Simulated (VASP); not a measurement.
# TiC (I4/mmm) in VASP: further runs

TiC is run at these levels: PBE; tasks: single point.

All numbers are computed with VASP 6.6.1; they aren't measurements. Logs are shortened: lines on timing, memory, paths and dates and some standing lists are left out, and cuts for length are marked.

## Step 1: The cell of the first run

The structure is tetragonal, space group I4/mmm (No. 139). The conventional cell has a = 3.435 Å, b = 3.435 Å, c = 3.435 Å, α = 90.00°, β = 90.00°, γ = 90.00°. Ti (site symmetry 4/mmm) has 2 C at 1.72 Å within 2.3 Å. C (site symmetry 4/mmm) has 2 Ti at 1.72 Å within 2.3 Å.

## Step 2: Single point, PBE

File INCAR:

```
SYSTEM = TiC
ALGO     = Normal         ! electronic algorithm
EDIFF    = 1E-7           ! SCF threshold, eV
ENCUT    = 520            ! plane-wave cutoff, eV
GGA      = PE             ! functional
ISIF     = 2              ! what is computed and relaxed
ISMEAR   = 0              ! smearing method
LASPH    = .True.         ! aspherical terms in the spheres
LCHARG   = .True.         ! write CHGCAR
LELF     = .True.         ! ELF
LREAL    = .False.        ! projectors in reciprocal space
LVHAR    = .True.       
LWAVE    = .False.        ! write WAVECAR
NBANDS   = 15             ! bands
NELM     = 80             ! most SCF steps
PREC     = Accurate       ! precision mode
SIGMA    = 0.15           ! smearing width, eV
```

File KPOINTS:

```
k-points
0
Gamma
  20 20 20
  0 0 0
```

File POSCAR:

```
TiC
1.0
    0.0000000000      2.4291301541      1.7173950190
    2.4291301541      0.0000000000      1.7173950190
    2.4291301541      2.4291301541      0.0000000000
Ti C
1 1
Direct
    0.0000000000      0.0000000000      0.0000000000
    0.5000000000      0.5000000000      0.5000000000
```

Potentials or basis: VASP PAW PBE potentials, release 64 (Ti_sv, C).

On the command line:

```console
$ cat potpaw_PBE.64/Ti_sv/POTCAR potpaw_PBE.64/C/POTCAR > POTCAR
$ mpirun -np 1 vasp_std > vasp.out
```

OUTCAR:

```text
SYSTEM = TiC
   EDIFF = 1E-7
   ENCUT = 520
   GGA = PE
   ISIF = 2
   ISMEAR = 0
   LASPH = .True.
   LREAL = .False.
   NELM = 80
   PREC = Accurate

 ion  position               nearest neighbor table
   1  0.000  0.000  0.000-   2 1.72   2 1.72   2 2.43   2 2.43   2 2.43   2 2.43
   2  0.500  0.500  0.500-   1 1.72   1 1.72   1 2.43   1 2.43   1 2.43   1 2.43

  LATTYP: Found a body centered tetragonal cell.
 ALAT       =     3.4353088087
 C/A-ratio  =     0.9998489886

  Lattice vectors:

 A1 = (   0.0000000000,  -2.4291301541,  -1.7173950190)
 A2 = (   0.0000000000,   2.4291301541,  -1.7173950190)
 A3 = (   2.4291301541,   0.0000000000,   1.7173950190)

Analysis of symmetry for initial positions (statically):
=====================================================================
 Subroutine PRICEL returns:
 Original cell was already a primitive cell.

 Routine SETGRP: Setting up the symmetry group for a
 body centered tetragonal supercell.

 Subroutine GETGRP returns: Found 16 space group operations
 (whereof 16 operations were pure point group operations)
 out of a pool of 16 trial point group operations.

The static configuration has the point symmetry D_4h.

Analysis of symmetry for dynamics (positions and initial velocities):
=====================================================================
 Subroutine PRICEL returns:
 Original cell was already a primitive cell.

 Routine SETGRP: Setting up the symmetry group for a
 body centered tetragonal supercell.

 Subroutine GETGRP returns: Found 16 space group operations
 (whereof 16 operations were pure point group operations)
 out of a pool of 16 trial point group operations.

The dynamic configuration has the point symmetry D_4h.

 Subroutine INISYM returns: Found 16 space group operations
 (whereof 16 operations are pure point group operations),
 and found     1 'primitive' translations

----------------------------------------------------------------------------------------

                                     Primitive cell

  volume of cell :      20.2676

  direct lattice vectors                    reciprocal lattice vectors
     0.000000000  2.429130154  1.717395019    -0.205834998  0.205834998  0.291138611
     2.429130154  0.000000000  1.717395019     0.205834998 -0.205834998  0.291138611
     2.429130154  2.429130154  0.000000000     0.205834998  0.205834998 -0.291138611

[... 86 lines left out ...]
   NSW    =      0    number of steps for IOM
   IBRION =     -1    ionic relax: 0-MD 1-quasi-New 2-CG
   NFREE  =      0    steps in history (QN), initial steepest desc. (CG)
   ISIF   =      2    stress and relaxation
   ISYM   =      2    0-nonsym 1-usesym 2-fastsym
   POTIM  = 0.5000    time-step for ionic-motion
   TEBEG  =    0.0;   TEEND  =   0.0 temperature during run
   PSTRESS=    0.0 pullay stress
   NELECT =      16.0000    total number of electrons
   NUPDOWN=      -1.0000    fix difference up-down
   EMIN   =  10.00;   EMAX   =-10.00  energy-range for DOS
   EFERMI =   0.00;   METHOD = LEGACY
   ISMEAR =     0;   SIGMA  =   0.15  broadening in eV -4-tet -1-fermi 0-gaus
   EFERMI_NEDOS =   21; number of points for ismear=-14 and -15
   IALGO  =     38    algorithm
   IMIX   =      4    mixing-type and parameters
     AMIX     =   0.40;   BMIX     =  1.00
     AMIX_MAG =   1.60;   BMIX_MAG =  1.00
  volume/ion in A,a.u.               =      10.13        68.39
  Fermi-wavevector in a.u.,A,eV,Ry     =   1.513030  2.859212 31.147275  2.289260
  Thomas-Fermi vector in A             =   2.622876
   LORBIT       =      0    0 simple, 1 ext, 2 COOP (PROOUT), +10 PAW based schemes
   GGA     = PE    functional components
   LHFCALC =     F    Hartree Fock is set to
   AEXX    =    0.0000 exact exchange contribution
   IVDW    =     0    specifies the selected vdW correction
   LEPSILON=     F    determine dielectric tensor
   LRPA    =     F    only Hartree local field effects (RPA)
 non-spin polarized calculation
 Gauss-broadening in eV      SIGMA  =   0.15
  energy-cutoff  :      520.00
  volume of cell :       20.27
 maximum number of plane-waves:       563
 NGX is ok and might be reduce to    24
   NGX = 11   NGY = 11   NGZ = 13

 number of electron      15.9999999 magnetization

 Free energy of the ion-electron system (eV)
  ---------------------------------------------------
  ext. energy  EPLUGINS =         0.00000000
  ---------------------------------------------------
  free energy    TOTEN  =       -15.63741168 eV

  energy without entropy =      -15.63098023  energy(sigma->0) =      -15.63419595

 E-fermi :   9.6509     XC(G=0): -12.4952

 val. band max:        9.6464102017   @ k =   0.3000  -0.0000   0.2000
 cond. band min:       9.6527347222   @ k =   0.3000   0.2500   0.0500
 fundamental gap:      0.0063245204
 Fermi energy:         9.6509470568

 k-point     1 :       0.0000    0.0000    0.0000
  band No.  band energies     occupation
      1     -46.7340      2.00000
      2     -23.1646      2.00000
      3     -22.7823      2.00000
      4     -22.7823      2.00000
      5      -3.0045      2.00000
      6       9.5490      1.66344
      7       9.9042      0.01697
      8       9.9042      0.01697
      9      10.0673      0.00009
     10      10.4310      0.00000
     11      10.4310      0.00000
     12      12.0853      0.00000
     13      13.2056      0.00000
     14      23.1157      0.00000
[... 401 lines left out ...]
      2     -23.4606      2.00000
      3     -22.9088      2.00000
      4     -22.8872      2.00000
      5      -0.3547      2.00000
      6       4.7458      2.00000
      7       5.9871      2.00000
      8       7.2076      2.00000
      9      11.9919      0.00000
     10      12.3479      0.00000
     11      13.6087      0.00000
     12      15.9759      0.00000
     13      17.3693      0.00000
     14      19.1771      0.00000
     15      23.4454      0.00000

 [... further k-points ...]
[... 5 lines left out ...]
  --------------------------------------------------------------------------------------
  -------------------------------------------------------------------------------------
  Total       -2.9546433     -2.9546433     27.3219994      0.0000000     -0.0000000      0.0000000
  in kB     -233.5682894   -233.5682894   2159.8385828      0.0000000     -0.0000000      0.0000000
  external PRESSURE =     564.2340013 kB  Pullay stress =       0.0000000 kB

 VOLUME and BASIS-vectors are now :
 -----------------------------------------------------------------------------
  energy-cutoff  :      520.00
  volume of cell :       20.27
      direct lattice vectors                 reciprocal lattice vectors
     0.000000000  2.429130154  1.717395019    -0.205834998  0.205834998  0.291138611
     2.429130154  0.000000000  1.717395019     0.205834998 -0.205834998  0.291138611
     2.429130154  2.429130154  0.000000000     0.205834998  0.205834998 -0.291138611

 POSITION                                       TOTAL-FORCE (eV/Angst)
 -----------------------------------------------------------------------------------
      0.00000      0.00000      0.00000         0.000000      0.000000      0.000000
      2.42913      2.42913      1.71740         0.000000     -0.000000      0.000000
 -----------------------------------------------------------------------------------
    total drift:                                0.000000     -0.000000     -0.000000

  FREE ENERGIE OF THE ION-ELECTRON SYSTEM (eV)
  ---------------------------------------------------
  free  energy   TOTEN  =       -15.6374116818 eV

  energy  without entropy=      -15.6309802263  energy(sigma->0) =      -15.63419595
```

OSZICAR:

```text
N       E                     dE             d eps       ncg     rms          rms(c)
DAV:   1     0.125460759883E+03    0.12546E+03   -0.79960E+03 19319   0.128E+03
DAV:   2    -0.125115405741E+02   -0.13797E+03   -0.12780E+03 21036   0.335E+02
DAV:   3    -0.205530207840E+02   -0.80415E+01   -0.78700E+01 23415   0.806E+01
DAV:   4    -0.208315329943E+02   -0.27851E+00   -0.27819E+00 23617   0.140E+01
DAV:   5    -0.208400722357E+02   -0.85392E-02   -0.85383E-02 23783   0.218E+00    0.251E+01
DAV:   6    -0.160188958316E+02    0.48212E+01   -0.13261E+01 25169   0.554E+01    0.685E+00
DAV:   7    -0.156314727975E+02    0.38742E+00   -0.22064E+00 21936   0.206E+01    0.704E+00
DAV:   8    -0.156273629866E+02    0.41098E-02   -0.12606E-01 21753   0.432E+00    0.278E+00
DAV:   9    -0.156370651571E+02   -0.97022E-02   -0.45124E-02 26079   0.192E+00    0.467E-01
DAV:  10    -0.156376263648E+02   -0.56121E-03   -0.39155E-03 21557   0.764E-01    0.324E-01
DAV:  11    -0.156374154961E+02    0.21087E-03   -0.64907E-04 23007   0.364E-01    0.177E-02
DAV:  12    -0.156374151335E+02    0.36260E-06   -0.23974E-05 22359   0.549E-02    0.918E-03
DAV:  13    -0.156374119948E+02    0.31387E-05   -0.51678E-06 24709   0.285E-02    0.700E-03
DAV:  14    -0.156374112231E+02    0.77167E-06   -0.22478E-07 20421   0.521E-03    0.169E-03
DAV:  15    -0.156374116471E+02   -0.42398E-06   -0.77374E-08 12735   0.437E-03    0.492E-04
DAV:  16    -0.156374116818E+02   -0.34746E-07   -0.16946E-08 10931   0.110E-03
   1 F= -.15637412E+02 E0= -.15634196E+02  d E =-.643146E-02
```

Wall time 2.2 min (1 thread of AMD EPYC 9R45 (Zen 5), shared host); peak memory 0.28 GiB.

What came out:

```yaml
Free_energy: -15.6374 eV
Pressure: 56.4 GPa
Band_gap_on_the_k_mesh: zero (band 8 reaches 10.31 eV, above the bottom of band 9 at 8.10 eV)
```

(Part 1 of 2 ends here.)
